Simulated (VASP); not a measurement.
# AlH8: single point with PBE

AlH8:

```
Al H
1.0
     5.91890    0.00000    0.00000
    -2.95945    5.12592    0.00000
     0.00000    0.00000    5.42567
Al H
1 8
Direct
  0.00000 0.00000 0.50000
  0.84402 0.15598 0.50000
  0.84402 0.68804 0.50000
  0.31196 0.15598 0.50000
  0.00000 0.00000 0.93098
  0.00000 0.00000 0.06902
  0.66667 0.33333 0.00000
  0.33333 0.66667 0.43103
  0.33333 0.66667 0.56897
```

The cell was generated, and may not be a known phase.

- Program: VASP 6.6.1
- Task: single point
- Functional: PBE
- Potentials or basis: VASP PAW PBE potentials, release 64 (Al, H)
- Cutoff: 520 eV
- k mesh: 6 × 6 × 4
- Occupations: gaussian, width 0.1 eV
- Spin: no spin polarisation
- Dipole correction: no
- Further INCAR settings: ALGO = Normal; EDIFF = 1e-06; NBANDS = 16

```json
{"Pressure": "0.0 GPa", "Largest force": "0.015 eV/Å", "Band gap on the k mesh": "zero (an odd number of electrons rules out a gap without spin polarisation)"}
```

Forces on the atoms (eV/Å):
```
Al   0.000  0.000  0.000
H    0.005 -0.003  0.000
H    0.000  0.006  0.000
H   -0.005 -0.003  0.000
H    0.000  0.000  0.012
H    0.000  0.000 -0.012
H    0.000  0.000  0.000
H    0.000  0.000  0.015
H    0.000  0.000 -0.015
```

Stress tensor (GPa, compression positive):
```
 0.07  0.00  0.00
 0.00  0.07  0.00
 0.00  0.00 -0.02
```

Levels at points of the mesh, in eV from the Fermi level:
| k point | band 3 | band 4 | band 5 | band 6 | band 7 | band 8 | band 9 | band 10 |
| --- | --- | --- | --- | --- | --- | --- | --- | --- |
| (0.00, 0.00, 0.00) | -3.32 | -1.16 | -1.16 | -0.05 | 2.14 | 6.03 | 6.03 | 6.06 |
| (0.50, 0.00, 0.00) | -3.61 | -1.63 | -1.22 | 0.17 | 2.27 | 6.02 | 6.80 | 6.92 |
| (0.00, 0.00, 0.50) | -3.68 | -1.12 | -1.12 | -0.10 | 4.43 | 4.67 | 6.42 | 6.42 |
| (0.50, 0.00, 0.50) | -4.17 | -1.45 | -1.18 | -0.12 | 4.74 | 5.01 | 5.52 | 6.52 |

Wall time 46 s on 1 thread of Intel(R) Xeon(R) Platinum 8259CL CPU @ 2.50GHz (Skylake/Cascade Lake), with other jobs on the host, peak memory 0.3 GiB.
